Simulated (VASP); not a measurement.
# W3O in VASP: notebook

The runs below take W3O through single point, with PBE.

Everything below comes from runs of VASP 6.6.1. Logs are shortened: lines on timing, memory, paths and dates and some standing lists are left out, and cuts for length are marked.

### Step 1. The cell of the first run

The cell holds a slab with vacuum, 4 atoms: a = 2.757 Å, b = 2.757 Å, c = 19.856 Å, α = 90.00°, β = 90.00°, γ = 109.47°.

### Step 2. Single point, PBE

INCAR reads:

```
SYSTEM = W3O
PREC     = Accurate       ! precision mode
ENCUT    = 520            ! plane-wave cutoff, eV
EDIFF    = 1E-6           ! SCF threshold, eV
ISMEAR   = 0              ! smearing method
SIGMA    = 0.1            ! smearing width, eV
LREAL    = .FALSE.        ! projectors in reciprocal space
LASPH    = .TRUE.         ! aspherical terms in the spheres
NELM     = 100            ! most SCF steps
ALGO     = Normal         ! electronic algorithm
ISIF     = 2              ! what is computed and relaxed
LWAVE    = .FALSE.        ! write WAVECAR
LCHARG   = .FALSE.        ! write CHGCAR
LDIPOL   = .TRUE.       
IDIPOL   = 3            
DIPOL    = 0.5 0.5 0.357
GGA      = PE             ! functional
NBANDS   = 32             ! bands
```

KPOINTS reads:

```
Automatic mesh
0
G
  10 10 1
  0 0 0
```

POSCAR reads:

```
W3O
1.0
    2.7571643597      0.0000000000      0.0000000000
   -0.9190547866      2.5994794874      0.0000000000
    0.0000000000      0.0000000000     19.8562161029
W O
3 1
Direct
    0.5000000000      0.5000000000      0.2014482507
    0.0000000000      0.0000000000      0.3111437107
    0.5000000000      0.5000000000      0.4208362792
    0.8333333333      0.8333333333      0.4939977280
```

Potentials or basis: VASP PAW PBE potentials, release 64 (W_sv, O).

The run is started by

```sh
cat potpaw_PBE.64/W_sv/POTCAR potpaw_PBE.64/O/POTCAR > POTCAR
mpirun -np 1 vasp_std > vasp.out
```

OUTCAR:

```text
SYSTEM = W3O
   PREC = Accurate
   ENCUT = 520
   EDIFF = 1E-6
   ISMEAR = 0
   LREAL = .FALSE.
   LASPH = .TRUE.
   NELM = 100
   ISIF = 2
   GGA = PE

 ion  position               nearest neighbor table
   1  0.500  0.500  0.201-   2 2.70   2 2.70   2 3.13   2 3.13
   2  0.000  0.000  0.311-   3 2.70   3 2.70   1 2.70   1 2.70   3 3.13   3 3.13   1 3.13   1 3.13

   3  0.500  0.500  0.421-   4 1.80   4 2.57   2 2.70   2 2.70   2 3.13   2 3.13
   4  0.833  0.833  0.494-   3 1.80   3 2.57

  LATTYP: Found a base centered orthorhombic cell.
 ALAT       =     3.1836991705
 B/A-ratio  =     1.4142135624
 C/A-ratio  =     6.2368380427

  Lattice vectors:

 A1 = (   2.7571643597,   0.0000000000,   0.0000000000)
 A2 = (  -0.9190547866,   2.5994794874,   0.0000000000)
 A3 = (   0.0000000000,   0.0000000000,  19.8562161029)

Analysis of symmetry for initial positions (statically):
=====================================================================
 Subroutine PRICEL returns:
 Original cell was already a primitive cell.

 Routine SETGRP: Setting up the symmetry group for a
 base centered orthorhombic supercell.

 Subroutine GETGRP returns: Found  2 space group operations
 (whereof  2 operations were pure point group operations)
 out of a pool of  8 trial point group operations.

The static configuration has the point symmetry C_1h.

Analysis of symmetry for dynamics (positions and initial velocities):
=====================================================================
 Subroutine PRICEL returns:
 Original cell was already a primitive cell.

 Routine SETGRP: Setting up the symmetry group for a
 base centered orthorhombic supercell.

 Subroutine GETGRP returns: Found  2 space group operations
 (whereof  2 operations were pure point group operations)
 out of a pool of  8 trial point group operations.

The dynamic configuration has the point symmetry C_1h.

 Subroutine INISYM returns: Found  2 space group operations
 (whereof  2 operations are pure point group operations),
 and found     1 'primitive' translations

----------------------------------------------------------------------------------------

                                     Primitive cell

  volume of cell :     142.3133

  direct lattice vectors                    reciprocal lattice vectors
     2.757164360  0.000000000  0.000000000     0.362691472  0.128230800  0.000000000
[... 97 lines left out ...]
   ISYM   =      2    0-nonsym 1-usesym 2-fastsym
   POTIM  = 0.5000    time-step for ionic-motion
   TEBEG  =    0.0;   TEEND  =   0.0 temperature during run
   PSTRESS=    0.0 pullay stress
   NELECT =      48.0000    total number of electrons
   NUPDOWN=      -1.0000    fix difference up-down
   EMIN   =  10.00;   EMAX   =-10.00  energy-range for DOS
   EFERMI =   0.00;   METHOD = LEGACY
   ISMEAR =     0;   SIGMA  =   0.10  broadening in eV -4-tet -1-fermi 0-gaus
   EFERMI_NEDOS =   21; number of points for ismear=-14 and -15
   IALGO  =     38    algorithm
   IMIX   =      4    mixing-type and parameters
     AMIX     =   0.40;   BMIX     =  1.00
     AMIX_MAG =   1.60;   BMIX_MAG =  1.00
  volume/ion in A,a.u.               =      35.58       240.09
  Fermi-wavevector in a.u.,A,eV,Ry     =   1.139568  2.153470 17.668718  1.298614
  Thomas-Fermi vector in A             =   2.276271
   LORBIT       =      0    0 simple, 1 ext, 2 COOP (PROOUT), +10 PAW based schemes
   GGA     = PE    functional components
   LHFCALC =     F    Hartree Fock is set to
   AEXX    =    0.0000 exact exchange contribution
   IVDW    =     0    specifies the selected vdW correction
   LEPSILON=     F    determine dielectric tensor
   LRPA    =     F    only Hartree local field effects (RPA)
 non-spin polarized calculation
 Gauss-broadening in eV      SIGMA  =   0.10
  energy-cutoff  :      520.00
  volume of cell :      142.31
 maximum number of plane-waves:      3862
 NGX is ok and might be reduce to    24
   NGX = 11   NGY = 11   NGZ = 73

 dipolmoment           0.000000      0.000000     -0.000943 electrons x Angstroem

 number of electron      48.0000001 magnetization

 dipolmoment           0.000000      0.000000      0.077087 electrons x Angstroem

 Free energy of the ion-electron system (eV)
  ---------------------------------------------------
  ext. energy  EPLUGINS =         0.00000000
  ---------------------------------------------------
  free energy    TOTEN  =       -43.14217081 eV

  energy without entropy =      -43.12746751  energy(sigma->0) =      -43.13481916

 E-fermi :   0.4919     XC(G=0):  -6.0569

 val. band max:        0.4800144334   @ k =   0.4000   0.1000   0.0000
 cond. band min:       0.5320810807   @ k =  -0.3000   0.3000   0.0000
 fundamental gap:      0.0520666473
 Fermi energy:         0.4918806261

 k-point     1 :       0.0000    0.0000    0.0000
  band No.  band energies     occupation
      1     -74.5177      2.00000
      2     -73.7356      2.00000
      3     -73.5566      2.00000
      4     -39.1149      2.00000
      5     -38.4876      2.00000
      6     -38.2445      2.00000
[... 829 lines left out ...]
     31       4.4559      0.00000
     32       6.5472      0.00000

 [... further k-points ...]

------------------------ aborting loop because EDIFF is reached ----------------------------------------

 vacuum level on the upper side and lower side of the slab       (xc-potential included)         0.697        -1.175

  FORCE on cell =-STRESS in cart. coord.  units (eV):
  Direction    XX          YY          ZZ          XY          YZ          ZX
  --------------------------------------------------------------------------------------
  -------------------------------------------------------------------------------------
  Total        1.0250072      0.1145159      3.0600172     -1.2876291      2.1112362      1.4928701
  in kB       11.5396321      1.2892317     34.4499748    -14.4962553     23.7685052     16.8068790
  external PRESSURE =      15.7596129 kB  Pullay stress =       0.0000000 kB

 VOLUME and BASIS-vectors are now :
 -----------------------------------------------------------------------------
  energy-cutoff  :      520.00
  volume of cell :      142.31
      direct lattice vectors                 reciprocal lattice vectors
     2.757164360  0.000000000  0.000000000     0.362691472  0.128230800  0.000000000
    -0.919054787  2.599479487  0.000000000     0.000000000  0.384692399  0.000000000
     0.000000000  0.000000000 19.856216103     0.000000000  0.000000000  0.050362063

 POSITION                                       TOTAL-FORCE (eV/Angst)
 -----------------------------------------------------------------------------------
      0.91905      1.29974      4.00000         0.134228      0.189828      0.002854
      0.00000      0.00000      6.17814        -0.599661     -0.848049     -1.221040
      0.91905      1.29974      8.35622        -0.066232     -0.093667      0.897317
      1.53176      2.16623      9.80893         0.531665      0.751888      0.320869
 -----------------------------------------------------------------------------------
    total drift:                                0.000006      0.000009      0.000561

  FREE ENERGIE OF THE ION-ELECTRON SYSTEM (eV)
  ---------------------------------------------------
  free  energy   TOTEN  =       -43.1421708057 eV

  energy  without entropy=      -43.1274675127  energy(sigma->0) =      -43.13481916

 vacuum level on the upper side and lower side of the slab         7.165         5.231
```

OSZICAR:

```text
N       E                     dE             d eps       ncg     rms          rms(c)
DAV:   1     0.567854242813E+03    0.56785E+03   -0.29513E+04  2264   0.146E+03
DAV:   2    -0.192069293275E+02   -0.58706E+03   -0.56857E+03  2304   0.455E+02
DAV:   3    -0.465794669257E+02   -0.27373E+02   -0.26500E+02  2536   0.992E+01
[... 18 lines left out ...]
DAV:  22    -0.431421535759E+02   -0.87105E-05   -0.38994E-06  2216   0.154E-02    0.228E-03
DAV:  23    -0.431421639948E+02   -0.10419E-04   -0.14214E-06  1600   0.746E-03    0.172E-03
DAV:  24    -0.431421674395E+02   -0.34447E-05   -0.30155E-07  1352   0.288E-03    0.118E-03
DAV:  25    -0.431421698083E+02   -0.23688E-05   -0.13644E-07  1104   0.258E-03    0.697E-04
DAV:  26    -0.431421708057E+02   -0.99742E-06   -0.40748E-08  1056   0.129E-03
   1 F= -.43142171E+02 E0= -.43134819E+02  d E =-.147033E-01
```

stdout:

```text
POSCAR found type information on POSCAR W O
 POSCAR found :  2 types and       4 ions
 scaLAPACK will be used
 LDA part: xc-table for (Slater+PW92), standard interpolation
 POSCAR, INCAR and KPOINTS ok, starting setup
 FFT: planning ... GRIDC
 FFT: planning ... GRID_SOFT
 FFT: planning ... GRID
 WAVECAR not read
 entering main loop
```

Run time: 3 min. Hardware: 1 thread of Intel Xeon Platinum 8488C (Sapphire Rapids), shared host; peak memory 0.34 GiB.

What came out:

```yaml
Free_energy: -43.1422 eV
Largest_force: 1.603 eV/Å
Band_gap_on_the_k_mesh: zero (band 24 reaches 1.54 eV, above the bottom of band 25 at -0.14 eV)
```

Forces on the atoms (eV/Å):
```
W    0.134  0.190  0.003
W   -0.600 -0.848 -1.221
W   -0.066 -0.094  0.897
O    0.532  0.752  0.321
```

Levels at points of the mesh, in eV from the Fermi level:
| k point | band 21 | band 22 | band 23 | band 24 | band 25 | band 26 | band 27 | band 28 |
| --- | --- | --- | --- | --- | --- | --- | --- | --- |
| (0.00, 0.00, 0.00) | -1.70 | -1.31 | -1.04 | -0.94 | -0.46 | 0.18 | 1.41 | 1.89 |
| (0.50, 0.00, 0.00) | -2.54 | -1.94 | -0.78 | 0.63 | 1.41 | 1.72 | 2.06 | 2.12 |
| (0.50, 0.50, 0.00) | -2.62 | -1.65 | 0.12 | 1.04 | 1.28 | 1.88 | 3.09 | 3.76 |

Caveat: spin-orbit coupling is left out, which moves the levels of the heavy elements.

### Step 3. Single point, PBE

INCAR reads:

```
PREC = Accurate
ENCUT = 520
EDIFF = 1E-7
ISMEAR = 0
SIGMA = 0.1
LREAL = F
LASPH = T
NELM = 60
ALGO = Normal
ISIF = 2
LWAVE = F
LCHARG = F
LDIPOL = T
IDIPOL = 3
DIPOL = 0.5 0.5 0.354
GGA = PE
NBANDS = 32
```

KPOINTS reads:

```
regular mesh
0
Gamma
  10 10 1
```

POSCAR, as its differences from that of step 2:

```diff
@@ -11,2 +11,2 @@
     0.5000000000      0.5000000000      0.4208362792
-    0.8333333333      0.8333333333      0.4939977280
+    0.8333333333      1.1666666667      0.4829372034
```

Potentials or basis: VASP PAW PBE potentials, release 64 (W_sv, O).

The run is started by

```sh
cat potpaw_PBE.64/W_sv/POTCAR potpaw_PBE.64/O/POTCAR > POTCAR
mpirun -np 1 vasp_std > vasp.out
```

It took 2.6 min on 1 thread of Intel Xeon Platinum 8488C (Sapphire Rapids), shared host; peak memory 0.33 GiB.

The run converged. Its results:

* Free energy: -44.5405 eV
* Largest force: 1.131 eV/Å
* Band gap on the k mesh: zero (band 24 reaches 1.29 eV, above the bottom of band 25 at 0.02 eV)

Forces in eV/Å, atoms in the order of the input:
```
W   -0.084  0.060 -0.155
W   -0.166  0.118 -0.618
W   -0.662  0.468  0.604
O    0.913 -0.646  0.169
```

Levels at points of the mesh, in eV from the Fermi level:
| k point | band 20 | band 21 | band 22 | band 23 | band 24 | band 25 | band 26 | band 27 | band 28 | band 29 |
| --- | --- | --- | --- | --- | --- | --- | --- | --- | --- | --- |
| (0.00, 0.00, 0.00) | -2.75 | -1.79 | -1.34 | -1.25 | -0.66 | -0.15 | 0.03 | 1.40 | 1.84 | 1.97 |
| (0.50, 0.00, 0.00) | -3.30 | -2.45 | -2.02 | -1.62 | 0.63 | 1.69 | 1.81 | 2.09 | 2.73 | 2.88 |
| (0.50, 0.50, 0.00) | -2.75 | -2.58 | -1.67 | 0.56 | 0.58 | 1.13 | 1.47 | 3.76 | 4.26 | 4.62 |

Caveat: spin-orbit coupling is left out, which moves the levels of the heavy elements.

### Step 4. Single point, PBE

INCAR reads:

```
SYSTEM = W3O
ALGO = Normal
DIPOL = 0.5 0.5 0.359
EDIFF = 1E-6
ENCUT = 520
GGA = PE
IDIPOL = 3
ISIF = 2
ISMEAR = 0
LASPH = .TRUE.
LCHARG = .FALSE.
LDIPOL = .TRUE.
LREAL = .FALSE.
LWAVE = .FALSE.
NBANDS = 32
NELM = 60
PREC = Accurate
SIGMA = 0.1
```

KPOINTS reads:

```
k-points
0
G
  10 10 1
  0 0 0
```

POSCAR, as its differences from that of step 3:

```diff
@@ -11,2 +11,2 @@
     0.5000000000      0.5000000000      0.4208362792
-    0.8333333333      1.1666666667      0.4829372034
+    0.6666666667      0.6666666667      0.5038979687
```

Potentials or basis: VASP PAW PBE potentials, release 64 (W_sv, O).

The run is started by

```sh
cat potpaw_PBE.64/W_sv/POTCAR potpaw_PBE.64/O/POTCAR > POTCAR
mpirun -np 1 vasp_std > vasp.out
```

OUTCAR:

```text
SYSTEM = W3O
   EDIFF = 1E-6
   ENCUT = 520
   GGA = PE
   ISIF = 2
   ISMEAR = 0
   LASPH = .TRUE.
   LREAL = .FALSE.
   NELM = 60
   PREC = Accurate

 ion  position               nearest neighbor table
   1  0.500  0.500  0.201-   2 2.70   2 2.70   2 3.13   2 3.13
   2  0.000  0.000  0.311-   3 2.70   3 2.70   1 2.70   1 2.70   3 3.13   3 3.13   1 3.13   1 3.13

   3  0.500  0.500  0.421-   4 1.73   2 2.70   2 2.70   2 3.13   2 3.13
   4  0.667  0.667  0.504-   3 1.73

  LATTYP: Found a base centered orthorhombic cell.
 ALAT       =     3.1836991705
 B/A-ratio  =     1.4142135624
 C/A-ratio  =     6.2368380427

  Lattice vectors:

 A1 = (   2.7571643597,   0.0000000000,   0.0000000000)
 A2 = (  -0.9190547866,   2.5994794874,   0.0000000000)
 A3 = (   0.0000000000,   0.0000000000,  19.8562161029)

Analysis of symmetry for initial positions (statically):
=====================================================================
 Subroutine PRICEL returns:
 Original cell was already a primitive cell.

 Routine SETGRP: Setting up the symmetry group for a
 base centered orthorhombic supercell.

[... 180 lines left out ...]
 Fermi energy:         0.2691633700

 k-point     1 :       0.0000    0.0000    0.0000
  band No.  band energies     occupation
      1     -74.3355      2.00000
      2     -73.8496      2.00000
      3     -73.7616      2.00000
      4     -39.1223      2.00000
      5     -38.4311      2.00000
      6     -38.2607      2.00000
[... 829 lines left out ...]
     31       5.0774      0.00000
     32       6.3217      0.00000

 [... further k-points ...]

------------------------ aborting loop because EDIFF is reached ----------------------------------------

 vacuum level on the upper side and lower side of the slab       (xc-potential included)         1.045        -1.521

  FORCE on cell =-STRESS in cart. coord.  units (eV):
  Direction    XX          YY          ZZ          XY          YZ          ZX
  --------------------------------------------------------------------------------------
  -------------------------------------------------------------------------------------
  Total        2.2728505      1.9065833      3.7379765     -0.5179800      0.5944954      0.4203741
  in kB       25.5879745     21.4645024     42.0825069     -5.8314701      6.6928874      4.7326125
  external PRESSURE =      29.7116613 kB  Pullay stress =       0.0000000 kB

 VOLUME and BASIS-vectors are now :
 -----------------------------------------------------------------------------
  energy-cutoff  :      520.00
  volume of cell :      142.31
      direct lattice vectors                 reciprocal lattice vectors
     2.757164360  0.000000000  0.000000000     0.362691472  0.128230800  0.000000000
    -0.919054787  2.599479487  0.000000000     0.000000000  0.384692399  0.000000000
     0.000000000  0.000000000 19.856216103     0.000000000  0.000000000  0.050362063

 POSITION                                       TOTAL-FORCE (eV/Angst)
 -----------------------------------------------------------------------------------
      0.91905      1.29974      4.00000         0.119696      0.169275      0.268011
      0.00000      0.00000      6.17814        -0.369159     -0.522070     -1.856764
      0.91905      1.29974      8.35622         0.165590      0.234180      1.034290
      1.22541      1.73299     10.00551         0.083873      0.118615      0.554463
 -----------------------------------------------------------------------------------
    total drift:                               -0.000014     -0.000019      0.000399

  FREE ENERGIE OF THE ION-ELECTRON SYSTEM (eV)
  ---------------------------------------------------
  free  energy   TOTEN  =       -43.0172467628 eV

  energy  without entropy=      -43.0003820003  energy(sigma->0) =      -43.00881438

 vacuum level on the upper side and lower side of the slab         7.532         4.884
```

Run time: 3.3 min. Hardware: 1 thread of Intel Xeon Platinum 8488C (Sapphire Rapids), shared host; peak memory 0.33 GiB.

Results:

```yaml
Free_energy: -43.0172 eV
Largest_force: 1.964 eV/Å
Band_gap_on_the_k_mesh: zero (band 24 reaches 1.36 eV, above the bottom of band 25 at -0.33 eV)
```

Forces in eV/Å, atoms in the order of the input:
```
W    0.120  0.169  0.268
W   -0.369 -0.522 -1.857
W    0.166  0.234  1.034
O    0.084  0.119  0.554
```

Levels at points of the mesh, in eV from the Fermi level:
| k point | band 20 | band 21 | band 22 | band 23 | band 24 | band 25 | band 26 | band 27 | band 28 | band 29 |
| --- | --- | --- | --- | --- | --- | --- | --- | --- | --- | --- |
| (0.00, 0.00, 0.00) | -2.85 | -1.82 | -1.28 | -1.26 | -0.67 | -0.46 | 0.72 | 1.47 | 1.64 | 2.17 |
| (0.50, 0.00, 0.00) | -2.89 | -2.47 | -1.99 | -0.64 | 0.73 | 1.61 | 2.14 | 2.51 | 2.62 | 2.82 |
| (0.50, 0.50, 0.00) | -3.46 | -2.43 | -2.23 | 0.39 | 1.09 | 1.28 | 2.16 | 3.61 | 3.63 | 4.86 |

Caveat: spin-orbit coupling is left out, which moves the levels of the heavy elements.

### Step 5. Single point, PBE

INCAR reads:

```
PREC = Accurate ; ENCUT = 520
EDIFF = 1E-7 ; ISMEAR = 0
SIGMA = 0.1 ; LREAL = F
LASPH = T ; NELM = 100
ALGO = Normal ; ISIF = 2
LWAVE = F ; LCHARG = T
LDIPOL = T ; IDIPOL = 3
DIPOL = 0.5 0.5 0.359 ; GGA = PE
LELF = T ; LVHAR = T
LVACPOTAV = T ; NBANDS = 32
```

KPOINTS reads:

```
Automatic mesh
0
Gamma
  10 10 1
```

POSCAR, as its differences from that of step 4:

```diff
@@ -11,2 +11,2 @@
     0.5000000000      0.5000000000      0.4208362792
-    0.6666666667      0.6666666667      0.5038979687
+    0.6666666667      1.3333333333      0.5011743143
```

The run is started by

```sh
cat potpaw_PBE.64/W_sv/POTCAR potpaw_PBE.64/O/POTCAR > POTCAR
mpirun -np 1 vasp_std > vasp.out
```

Run time: 4.4 min. Hardware: 1 thread of Intel Xeon Platinum 8488C (Sapphire Rapids), shared host; peak memory 0.34 GiB.

It converged, with:

```
Free energy            : -42.9942 eV
Largest force          : 1.346 eV/Å
Band gap on the k mesh : zero (band 24 reaches 1.34 eV, above the bottom of band 25 at -0.12 eV)
```

Forces on the atoms (eV/Å):
```
W    0.029 -0.020  0.108
W   -0.345  0.244 -1.278
W   -0.106  0.075  0.702
O    0.422 -0.299  0.468
```

Levels at points of the mesh, in eV from the Fermi level:
| k point | band 20 | band 21 | band 22 | band 23 | band 24 | band 25 | band 26 | band 27 | band 28 | band 29 |
| --- | --- | --- | --- | --- | --- | --- | --- | --- | --- | --- |
| (0.00, 0.00, 0.00) | -2.55 | -1.74 | -1.23 | -1.19 | -0.23 | -0.21 | 0.72 | 1.43 | 1.84 | 2.08 |
| (0.50, 0.00, 0.00) | -3.00 | -2.00 | -1.72 | -0.33 | 0.77 | 1.59 | 2.09 | 2.20 | 2.49 | 3.03 |
| (0.50, 0.50, 0.00) | -3.91 | -2.35 | -1.92 | 0.52 | 1.12 | 1.25 | 1.94 | 4.09 | 4.10 | 4.92 |

Caveat: spin-orbit coupling is left out, which moves the levels of the heavy elements.
